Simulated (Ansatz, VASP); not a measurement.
**One calculation of Ni, two programs**

```
Ni
1.0
     4.18462    0.00000    0.00000
    -2.09231    3.62399    0.00000
     0.00000    0.00000    2.53728
Ni
3
Cartesian
  0.0000 0.0000 0.0000
  0.0000 2.4160 1.2686
  2.0923 1.2080 1.2686
```

Alike in both runs: task single point; functional RPBE; k mesh 10 × 10 × 14; occupations fermi-dirac, width 0.05 eV; collinear spin.

|  | VASP | Ansatz |
| --- | --- | --- |
| version | VASP 6.6.1 | Ansatz 0.2.0 |
| potentials or method | VASP PAW PBE potentials, release 64 (Ni), cutoff 520 eV | plane waves (420 eV) with PAW, scalar-relativistic |
| valence electrons in the cell | 30 | 54 |

|  | VASP | Ansatz | Ansatz less VASP |
| --- | --- | --- | --- |
| pressure (GPa) | -14.2 | -14.5 | -0.35 |
| traceless stress, the component that is largest in VASP (GPa) | 0.56 | 0.67 | +0.109 |
| net moment per atom (μB) | 0.67 | 0.69 | +0.021 |
| size of the moment on the site where the two differ most (μB) | 0.71 | 0.76 | +0.047 |

VASP's potentials were made for PBE, not for RPBE. Site moments also hang on the region over which each program counts them. VASP's potentials hold 30 valence electrons a cell and Ansatz's 54, so a difference there can come from the potentials and not from the codes.
